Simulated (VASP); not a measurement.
Write the native input for VASP 6.6.1 that does the following.

```
Task                               : single point
Functional                         : r2SCANh
Potentials or basis                : VASP PAW PBE potentials, release 64 (Ga_d, F)
Cutoff                             : 520 eV
k mesh                             : 4 × 4 × 4
Occupations                        : fermi-dirac, width 0.05 eV
Spin                               : no spin polarisation
Dipole correction                  : no
Grid for exact exchange (PRECFOCK) : Normal
Further INCAR settings             : ALGO = Normal; EDIFF = 1e-06; NBANDS = 17
```

The system is GaF.

```xyz
2
Lattice="3.1231 0.0000 0.0000 0.0000 3.1231 0.0000 0.0000 0.0000 3.1231" Properties=species:S:1:pos:R:3 pbc="T T T"
Ga    0.0000    0.0000    0.0000
F     1.5616    1.5616    1.5616
```

One way to write it, as run:

POSCAR

```
GaF
1.0
    3.1231320521      0.0000000000      0.0000000000
    0.0000000000      3.1231320521      0.0000000000
    0.0000000000      0.0000000000      3.1231320521
Ga F
1 1
Direct
    0.0000000000      0.0000000000      0.0000000000
    0.5000000000      0.5000000000      0.5000000000
```

INCAR.step1

```
ALGO = Normal
EDIFF = 1E-5
ENCUT = 520
GGA = PE
ISIF = 2
ISMEAR = -1
LASPH = True
LCHARG = False
LREAL = False
LWAVE = True
NBANDS = 17
NELM = 80
PREC = Accurate
SIGMA = 0.05
```

INCAR.step2

```
AEXX = 0.1
ALGO = Normal
EDIFF = 1E-6
ENCUT = 520
ISIF = 2
ISMEAR = -1
ISTART = 1
LASPH = True
LCHARG = False
LHFCALC = True
LMIXTAU = True
LREAL = False
LWAVE = False
METAGGA = R2SCAN
NBANDS = 17
NELM = 80
PREC = Accurate
PRECFOCK = Normal
SIGMA = 0.05
```

KPOINTS

```
k-points
0
Gamma
  4 4 4
```

Potentials or basis: VASP PAW PBE potentials, release 64 (Ga_d, F).

Run with:

```sh
$ cat potpaw_PBE.64/Ga_d/POTCAR potpaw_PBE.64/F/POTCAR > POTCAR
$ cp INCAR.step1 INCAR
$ mpirun -np 1 vasp_std > vasp.out
$ cp INCAR.step2 INCAR
$ mpirun -np 1 vasp_std > vasp.out
```

Results of the run:

| Property | Result |
| --- | --- |
| Pressure | 0.7 GPa |
| Band gap on the k mesh | 0.67 eV, indirect (least direct gap 1.99 eV) |

Caveat: the k points lie up to 0.50 Å⁻¹ apart; the PAW data sets were made with another functional, which shifts forces and pressure a little.

Run time: 6.5 min on 1 thread of AMD EPYC 7R43 64-Core Processor (Zen 3) (shared host), peak memory 0.12 GiB.
